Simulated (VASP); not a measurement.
## Sn: single point with PBE

Sn:

```
Sn
1.0
     0.00000    3.23334    3.23334
     3.23334    0.00000    3.23334
     3.23334    3.23334    0.00000
Sn
2
Direct
  0.00000 0.00000 0.00000
  0.25000 0.25000 0.25000
```

This isn't the form of Sn at room conditions, which is tetragonal (white tin).

```
Program             : VASP 6.6.1
Task                : single point
Functional          : PBE
Potentials or basis : VASP PAW PBE potentials, release 64 (Sn_d)
Cutoff              : 500 eV
k mesh              : 7 × 7 × 7
Occupations         : methfessel-paxton, width 0.2 eV
Spin                : no spin polarisation
```

```
Pressure               : 3.7 GPa
Band gap on the k mesh : zero (bands 14 and 15 overlap by 0.04 eV)
```

Levels at points of the mesh, in eV from the Fermi level:
| k point | band 12 | band 13 | band 14 | band 15 | band 16 | band 17 |
| --- | --- | --- | --- | --- | --- | --- |
| (0.00, 0.00, 0.00) | -0.51 | 0.13 | 0.13 | 0.13 | 2.21 | 2.21 |

Wall time 34 s on 1 thread of Intel Xeon 8259CL, with other jobs on the host, peak memory 0.2 GiB.

Caveat: the cell stands under pressure; spin-orbit coupling is left out, which moves the levels of the heavy elements.
